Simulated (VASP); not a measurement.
# MoS2 (P-1) in VASP: a series of runs

Runs on MoS2. Level: LDA. Tasks: electric field gradients.

Program: VASP 6.6.1. These are calculated values, not measurements. Logs are shortened: lines on timing, memory, paths and dates and some standing lists are left out, and cuts for length are marked.

## (1) The cell of the first run

The typed cell holds 6 atoms: a = 3.162 Å, b = 3.202 Å, c = 12.298 Å, α = 90.62°, β = 91.71°, γ = 121.27°.

## (2) Electric field gradients, LDA (equal xy, yz and zx shear strains of -3 %)

Input file INCAR:

```
SYSTEM = MoS2
PREC = Accurate
ENCUT = 520
EDIFF = 1E-8
ISMEAR = -1
SIGMA = 0.03
LREAL = .False.
LASPH = .True.
NELM = 80
ALGO = Normal
ISIF = 2
LWAVE = .False.
LCHARG = .False.
LEFG = .True.
NBANDS = 35
```

Input file KPOINTS:

```
Automatic mesh
0
Gamma
  10 10 3
  0 0 0
```

Input file POSCAR:

```
MoS2
1.0
    3.1610016016     -0.0474150240     -0.0474150240
   -1.6215634161      2.7612152004     -0.0173551033
   -0.1844250000     -0.1844250000     12.2950000000
Mo S
2 4
Direct
    0.3333333333      0.6666666667      0.2500000000
    0.6666666667      0.3333333333      0.7500000000
    0.3333333333      0.6666666667      0.6275000000
    0.6666666667      0.3333333333      0.1275000000
    0.3333333333      0.6666666667      0.8725000000
    0.6666666667      0.3333333333      0.3725000000
```

Potentials or basis: VASP PAW LDA potentials, release 64 (Mo_sv, S).

Launch:

```bash
$ cat potpaw_LDA.64/Mo_sv/POTCAR potpaw_LDA.64/S/POTCAR > POTCAR
$ mpirun -np 1 vasp_std > vasp.out
```

OUTCAR:

```text
SYSTEM = MoS2
   PREC = Accurate
   ENCUT = 520
   EDIFF = 1E-8
   ISMEAR = -1
   LREAL = .False.
   LASPH = .True.
   NELM = 80
   ISIF = 2

 ion  position               nearest neighbor table
   1  0.333  0.667  0.250-   4 2.30   6 2.33   6 2.37   6 2.40   4 2.40   4 2.40
   2  0.667  0.333  0.750-   5 2.30   3 2.33   3 2.37   3 2.40   5 2.40   5 2.40
   3  0.333  0.667  0.627-   2 2.33   2 2.37   2 2.40
   4  0.667  0.333  0.127-   1 2.30   1 2.40   1 2.40
   5  0.333  0.667  0.873-   2 2.30   2 2.40   2 2.40
   6  0.667  0.333  0.373-   1 2.33   1 2.37   1 2.40

  LATTYP: Found a triclinic cell.
 ALAT       =     3.1207012824
 B/A-ratio  =     1.0131417463
 C/A-ratio  =     3.9407059347
 COS(alpha) =     0.0297616073
 COS(beta)  =     0.0411893907
 COS(gamma) =     0.4804578458

  Lattice vectors:

 A1 = (   1.5394381855,   2.7138001764,  -0.0647701273)
 A2 = (   3.1610016016,  -0.0474150240,  -0.0474150240)
 A3 = (   0.1844250000,   0.1844250000, -12.2950000000)

Analysis of symmetry for initial positions (statically):
=====================================================================
 Subroutine PRICEL returns:
 Original cell was already a primitive cell.

 Routine SETGRP: Setting up the symmetry group for a
 triclinic supercell.

 Subroutine GETGRP returns: Found  2 space group operations
 (whereof  2 operations were pure point group operations)
 out of a pool of  2 trial point group operations.

The static configuration has the point symmetry S_2 .

Analysis of symmetry for dynamics (positions and initial velocities):
=====================================================================
 Subroutine PRICEL returns:
 Original cell was already a primitive cell.

 Routine SETGRP: Setting up the symmetry group for a
 triclinic supercell.

 Subroutine GETGRP returns: Found  2 space group operations
 (whereof  2 operations were pure point group operations)
 out of a pool of  2 trial point group operations.

The dynamic configuration has the point symmetry S_2 .

 Subroutine INISYM returns: Found  2 space group operations
 (whereof  2 operations are pure point group operations),
 and found     1 'primitive' translations

----------------------------------------------------------------------------------------

                                     Primitive cell

  volume of cell :     106.3194

  direct lattice vectors                    reciprocal lattice vectors
     3.161001602 -0.047415024 -0.047415024     0.319282729  0.187551167  0.007602508
    -1.621563416  2.761215200 -0.017355103     0.005565422  0.365462740  0.005565422
    -0.184425000 -0.184425000 12.295000000     0.001239153  0.001239153  0.081371050

  length of vectors
     3.161712747  3.202199009 12.297766064     0.370371029  0.365547483  0.081389918

  position of ions in fractional coordinates (direct lattice)
     0.333333333  0.666666667  0.250000000
     0.666666667  0.333333333  0.750000000
     0.333333333  0.666666667  0.627500000
     0.666666667  0.333333333  0.127500000
     0.333333333  0.666666667  0.872500000
     0.666666667  0.333333333  0.372500000

  ion indices of the primitive-cell ions
   primitive index   ion index
                 1           1
                 2           2
                 3           3
                 4           4
                 5           5
                 6           6

----------------------------------------------------------------------------------------

 KPOINTS: Automatic mesh

Automatic generation of k-mesh.
 Grid dimensions read from file:
[... 55 lines left out ...]
 SYSTEM =  MoS2
   PREC   = accura    normal or accurate (medium, high low for compatibility)
   ISTART =      0    job   : 0-new  1-cont  2-samecut
   ICHARG =      2    charge: 1-file 2-atom 10-const
   ISPIN  =      1    spin polarized calculation?
   LNONCOLLINEAR =      F non collinear calculations
   LSORBIT =      F    spin-orbit coupling
   LASPH  =      T    aspherical Exc in radial PAW
   ENCUT  =  520.0 eV  38.22 Ry    6.18 a.u.   5.88  5.95 22.87*2*pi/ulx,y,z
   NELM   =     80;   NELMIN=  2; NELMDL= -5     # of ELM steps
   EDIFF  = 0.1E-07   stopping-criterion for ELM
   LREAL  =      F    real-space projection
   EDIFFG = 0.1E-06   stopping-criterion for IOM
   NSW    =      0    number of steps for IOM
   IBRION =     -1    ionic relax: 0-MD 1-quasi-New 2-CG
   NFREE  =      0    steps in history (QN), initial steepest desc. (CG)
   ISIF   =      2    stress and relaxation
   ISYM   =      2    0-nonsym 1-usesym 2-fastsym
   POTIM  = 0.5000    time-step for ionic-motion
   TEBEG  =    0.0;   TEEND  =   0.0 temperature during run
   PSTRESS=    0.0 pullay stress
   NELECT =      52.0000    total number of electrons
   NUPDOWN=      -1.0000    fix difference up-down
   EMIN   =  10.00;   EMAX   =-10.00  energy-range for DOS
   EFERMI =   0.00;   METHOD = LEGACY
   ISMEAR =    -1;   SIGMA  =   0.03  broadening in eV -4-tet -1-fermi 0-gaus
   EFERMI_NEDOS =   21; number of points for ismear=-14 and -15
   IALGO  =     38    algorithm
   IMIX   =      4    mixing-type and parameters
     AMIX     =   0.40;   BMIX     =  1.00
     AMIX_MAG =   1.60;   BMIX_MAG =  1.00
  volume/ion in A,a.u.               =      17.72       119.58
  Fermi-wavevector in a.u.,A,eV,Ry     =   1.289848  2.437459 22.636113  1.663707
  Thomas-Fermi vector in A             =   2.421716
   LORBIT       =      0    0 simple, 1 ext, 2 COOP (PROOUT), +10 PAW based schemes
   GGA     = CA    functional components
   LHFCALC =     F    Hartree Fock is set to
   AEXX    =    0.0000 exact exchange contribution
   IVDW    =     0    specifies the selected vdW correction
   LEPSILON=     F    determine dielectric tensor
   LRPA    =     F    only Hartree local field effects (RPA)
 non-spin polarized calculation
  energy-cutoff  :      520.00
  volume of cell :      106.32
 maximum number of plane-waves:      2894
   NGX = 11   NGY = 11   NGZ = 45

 number of electron      52.0000001 magnetization

 Free energy of the ion-electron system (eV)
  ---------------------------------------------------
  ext. energy  EPLUGINS =         0.00000000
  ---------------------------------------------------
  free energy    TOTEN  =       -48.74905016 eV

  energy without entropy =      -48.74905012  energy(sigma->0) =      -48.74905014

 E-fermi :   7.9805     XC(G=0): -11.0917

 val. band max:        7.6200457533   @ k =   0.0000   0.0000   0.0000
 cond. band min:       8.4074024520   @ k =   0.3000   0.4000   0.0000
 fundamental gap:      0.7873566987
 Fermi energy:         7.9804747614

 k-point     1 :       0.0000    0.0000    0.0000
  band No.  band energies     occupation
      1     -53.6956      2.00000
      2     -53.6956      2.00000
      3     -28.0775      2.00000
      4     -28.0774      2.00000
      5     -27.8641      2.00000
      6     -27.8641      2.00000
[... 901 lines left out ...]
     34      11.2345      0.00000
     35      15.4056      0.00000

 [... further k-points ...]

------------------------ aborting loop because EDIFF is reached ----------------------------------------

  FORCE on cell =-STRESS in cart. coord.  units (eV):
  Direction    XX          YY          ZZ          XY          YZ          ZX
  --------------------------------------------------------------------------------------
  -------------------------------------------------------------------------------------
  Total       -0.4176856     -0.3771438      4.0963905      1.8220622      3.0791585      3.0828913
  in kB       -6.2943040     -5.6833589     61.7304600     27.4575232     46.4013067     46.4575575
  external PRESSURE =      16.5842657 kB  Pullay stress =       0.0000000 kB

 VOLUME and BASIS-vectors are now :
 -----------------------------------------------------------------------------
  energy-cutoff  :      520.00
  volume of cell :      106.32
      direct lattice vectors                 reciprocal lattice vectors
     3.161001602 -0.047415024 -0.047415024     0.319282729  0.187551167  0.007602508
    -1.621563416  2.761215200 -0.017355103     0.005565422  0.365462740  0.005565422
    -0.184425000 -0.184425000 12.295000000     0.001239153  0.001239153  0.081371050

 POSITION                                       TOTAL-FORCE (eV/Angst)
 -----------------------------------------------------------------------------------
     -0.07348      1.77890      3.04637         0.325626      0.016080      0.075804
      1.42849      0.75048      9.18385        -0.325626     -0.016080     -0.075804
     -0.14310      1.70928      7.68774        -0.327144     -0.484607     -0.779462
      1.54330      0.86528      1.53022        -0.659220     -0.500743     -0.857250
     -0.18829      1.66409     10.70001         0.659220      0.500743      0.857250
      1.49811      0.82010      4.54249         0.327144      0.484607      0.779462
 -----------------------------------------------------------------------------------
    total drift:                                0.000000      0.000000     -0.000000

  FREE ENERGIE OF THE ION-ELECTRON SYSTEM (eV)
  ---------------------------------------------------
  free  energy   TOTEN  =       -48.7490501597 eV

  energy  without entropy=      -48.7490501232  energy(sigma->0) =      -48.74905014

 Electric field gradients (V/A^2)
---------------------------------------------------------------------
 ion       V_xx      V_yy      V_zz      V_xy      V_xz      V_yz
---------------------------------------------------------------------
   1      48.484    47.449   -95.933   -16.276   -27.237   -27.220
   2      48.484    47.449   -95.933   -16.276   -27.237   -27.220
   3      34.735    27.906   -62.641     2.770    -4.440    -7.151
   4      27.862    35.200   -63.062    -4.294    -9.991    -7.272
   5      27.862    35.200   -63.062    -4.294    -9.991    -7.272
   6      34.735    27.906   -62.641     2.770    -4.440    -7.151
---------------------------------------------------------------------

 Electric field gradients after diagonalization (V/A^2)
 (convention: |V_zz| > |V_xx| > |V_yy|)
----------------------------------------------------------------------
 ion       V_xx      V_yy      V_zz     asymmetry (V_yy - V_xx)/ V_zz
----------------------------------------------------------------------
   1      64.255    42.397  -106.652       0.205
   2      64.255    42.397  -106.652       0.205
   3      36.168    27.215   -63.383       0.141
   4      37.246    27.494   -64.740       0.151
   5      37.246    27.494   -64.740       0.151
   6      36.168    27.215   -63.383       0.141
----------------------------------------------------------------------

           NMR quadrupolar parameters

 Cq : quadrupolar parameter    Cq=e*Q*V_zz/h
 eta: asymmetry parameters     (V_yy - V_xx)/ V_zz
 Q  : nuclear electric quadrupole moment in mb (millibarn)
----------------------------------------------------------------------
 ion       Cq(MHz)       eta       Q (mb)
----------------------------------------------------------------------
   1      -0.258       0.205       1.000
   2      -0.258       0.205       1.000
   3      -0.153       0.141       1.000
   4      -0.157       0.151       1.000
   5      -0.157       0.151       1.000
   6      -0.153       0.141       1.000
----------------------------------------------------------------------
```

Run time: 13 min. Hardware: 1 thread of Oxide Virtual Turin-like, shared host; peak memory 0.47 GiB.

What came out:

```
Free energy                             : -48.7491 eV
Pressure                                : 1.7 GPa
Largest force                           : 1.192 eV/Å
Band gap on the k mesh                  : 0.79 eV (least direct gap 1.78 eV)
Largest electric field gradient by atom : Mo -106.7; S -63.4, -64.7 (each value once) V/Å²
```

Forces in eV/Å, atoms in the order of the input:
```
Mo   0.326  0.016  0.076
Mo  -0.326 -0.016 -0.076
S   -0.327 -0.485 -0.779
S   -0.659 -0.501 -0.857
S    0.659  0.501  0.857
S    0.327  0.485  0.779
```

Stress tensor (GPa, compression positive):
```
-0.63  2.75  4.65
 2.75 -0.57  4.64
 4.65  4.64  6.17
```

Levels at points of the mesh, in eV from the valence-band top:
```csv
k point,band 24,band 25,band 26,band 27,band 28,band 29
"(0.00, 0.00, 0.00)",-1.29,-1.18,0.00,1.78,1.81,2.01
"(0.50, 0.00, 0.00)",-2.02,-1.52,-1.34,1.36,1.39,1.88
"(0.00, 0.50, 0.00)",-1.88,-1.59,-1.42,1.32,1.36,1.89
"(0.50, 0.50, 0.00)",-1.73,-1.66,-1.52,1.35,1.40,1.84
```

Electric field gradients, principal values (V/Å²):
| atom | least | middle | greatest (by size) |
| --- | --- | --- | --- |
| 1 Mo | 42.397 | 64.255 | -106.652 |
| 2 Mo | 42.397 | 64.255 | -106.652 |
| 3 S | 27.215 | 36.168 | -63.383 |
| 4 S | 27.494 | 37.246 | -64.740 |
| 5 S | 27.494 | 37.246 | -64.740 |
| 6 S | 27.215 | 36.168 | -63.383 |

Caveat: the cell differs from its parent crystal (equal xy, yz and zx shear strains of -3 %); without QUAD_EFG the Cq values of the log hold for a quadrupole moment of 1 mb, not for the nuclei; an odd mesh through Γ misses points on the zone boundary, where band edges can lie; forces of over 1 eV/Å act on the atoms, so gaps and moduli don't describe the material at rest.

## (3) Electric field gradients, LDA (equal xy, yz and zx shear strains of -2 %)

Input file INCAR:

```
SYSTEM = MoS2
ALGO = Normal
EDIFF = 1E-8
ENCUT = 520
GGA = CA
ISIF = 2
ISMEAR = -1
LASPH = .TRUE.
LCHARG = .FALSE.
LEFG = .TRUE.
LREAL = .FALSE.
LWAVE = .FALSE.
NBANDS = 35
NELM = 60
PREC = Accurate
SIGMA = 0.03
```

Input file KPOINTS:

```
k-points
0
G
  10 10 3
  0 0 0
```

Changes to POSCAR since step 2:

```diff
@@ -2,5 +2,5 @@
 1.0
-    3.1610016016     -0.0474150240     -0.0474150240
-   -1.6215634161      2.7612152004     -0.0173551033
-   -0.1844250000     -0.1844250000     12.2950000000
+    3.1610016016     -0.0316100160     -0.0316100160
+   -1.6078758777      2.7533126964     -0.0115700689
+   -0.1229500000     -0.1229500000     12.2950000000
 Mo S
```

Potentials or basis: VASP PAW LDA potentials, release 64 (Mo_sv, S).

Launch:

```bash
$ cat potpaw_LDA.64/Mo_sv/POTCAR potpaw_LDA.64/S/POTCAR > POTCAR
$ mpirun -np 1 vasp_std > vasp.out
```

OUTCAR:

```text
SYSTEM = MoS2
   EDIFF = 1E-8
   ENCUT = 520
   GGA = CA
   ISIF = 2
   ISMEAR = -1
   LASPH = .TRUE.
   LREAL = .FALSE.
   NELM = 60
   PREC = Accurate

 ion  position               nearest neighbor table
   1  0.333  0.667  0.250-   4 2.32   6 2.34   6 2.37   6 2.39   4 2.39   4 2.39
   2  0.667  0.333  0.750-   5 2.32   3 2.34   3 2.37   3 2.39   5 2.39   5 2.39
   3  0.333  0.667  0.627-   2 2.34   2 2.37   2 2.39
   4  0.667  0.333  0.127-   1 2.32   1 2.39   1 2.39
   5  0.333  0.667  0.873-   2 2.32   2 2.39   2 2.39
   6  0.667  0.333  0.373-   1 2.34   1 2.37   1 2.39

  LATTYP: Found a triclinic cell.
 ALAT       =     3.1339638662
 B/A-ratio  =     1.0087281861
 C/A-ratio  =     3.9235389952
 COS(alpha) =     0.0198960208
 COS(beta)  =     0.0274156886
 COS(gamma) =     0.4869832429

  Lattice vectors:

 A1 = (   1.5531257239,   2.7217026804,  -0.0431800849)
 A2 = (   3.1610016016,  -0.0316100160,  -0.0316100160)
 A3 = (   0.1229500000,   0.1229500000, -12.2950000000)
[... 1128 lines left out ...]
     -0.12552      1.71773     10.70914         0.425520      0.327588      0.803546
      1.52558      0.85090      4.55496         0.222926      0.320658      0.769595
 -----------------------------------------------------------------------------------
    total drift:                                0.000000      0.000000     -0.000000

  FREE ENERGIE OF THE ION-ELECTRON SYSTEM (eV)
  ---------------------------------------------------
  free  energy   TOTEN  =       -48.8165531256 eV

  energy  without entropy=      -48.8165530968  energy(sigma->0) =      -48.81655311

 Electric field gradients (V/A^2)
---------------------------------------------------------------------
 ion       V_xx      V_yy      V_zz      V_xy      V_xz      V_yz
---------------------------------------------------------------------
   1      48.402    47.944   -96.345   -10.865   -18.202   -18.197
   2      48.402    47.944   -96.345   -10.865   -18.202   -18.197
   3      33.680    29.120   -62.800     1.811    -3.010    -4.757
   4      29.103    33.887   -62.990    -2.855    -6.559    -4.809
   5      29.103    33.887   -62.990    -2.855    -6.559    -4.809
   6      33.680    29.120   -62.800     1.811    -3.010    -4.757
---------------------------------------------------------------------

 Electric field gradients after diagonalization (V/A^2)
 (convention: |V_zz| > |V_xx| > |V_yy|)
----------------------------------------------------------------------
 ion       V_xx      V_yy      V_zz     asymmetry (V_yy - V_xx)/ V_zz
----------------------------------------------------------------------
   1      59.041    42.089  -101.130       0.168
   2      59.041    42.089  -101.130       0.168
   3      34.516    28.618   -63.133       0.093
   4      35.248    28.463   -63.711       0.106
   5      35.248    28.463   -63.711       0.106
   6      34.516    28.618   -63.133       0.093
----------------------------------------------------------------------

           NMR quadrupolar parameters

 Cq : quadrupolar parameter    Cq=e*Q*V_zz/h
 eta: asymmetry parameters     (V_yy - V_xx)/ V_zz
 Q  : nuclear electric quadrupole moment in mb (millibarn)
----------------------------------------------------------------------
 ion       Cq(MHz)       eta       Q (mb)
----------------------------------------------------------------------
   1      -0.245       0.168       1.000
   2      -0.245       0.168       1.000
   3      -0.153       0.093       1.000
   4      -0.154       0.106       1.000
   5      -0.154       0.106       1.000
   6      -0.153       0.093       1.000
----------------------------------------------------------------------
```

Run time: 16 min. Hardware: 1 thread of Oxide Virtual Turin-like, shared host; peak memory 0.47 GiB.

What came out:

```
Free energy                             : -48.8166 eV
Pressure                                : 1.4 GPa
Largest force                           : 0.966 eV/Å
Band gap on the k mesh                  : 0.81 eV (least direct gap 1.81 eV)
Largest electric field gradient by atom : Mo -101.1; S -63.1, -63.7 (each value once) V/Å²
```

Forces on the atoms (eV/Å):
```
Mo   0.199  0.007  0.033
Mo  -0.199 -0.007 -0.033
S   -0.223 -0.321 -0.770
S   -0.426 -0.328 -0.804
S    0.426  0.328  0.804
S    0.223  0.321  0.770
```

Electric field gradients, principal values (V/Å²):
| atom | least | middle | greatest (by size) |
| --- | --- | --- | --- |
| 1 Mo | 42.089 | 59.041 | -101.130 |
| 2 Mo | 42.089 | 59.041 | -101.130 |
| 3 S | 28.618 | 34.516 | -63.133 |
| 4 S | 28.463 | 35.248 | -63.711 |
| 5 S | 28.463 | 35.248 | -63.711 |
| 6 S | 28.618 | 34.516 | -63.133 |

Caveat: the cell differs from its parent crystal (equal xy, yz and zx shear strains of -2 %); without QUAD_EFG the Cq values of the log hold for a quadrupole moment of 1 mb, not for the nuclei; an odd mesh through Γ misses points on the zone boundary, where band edges can lie.
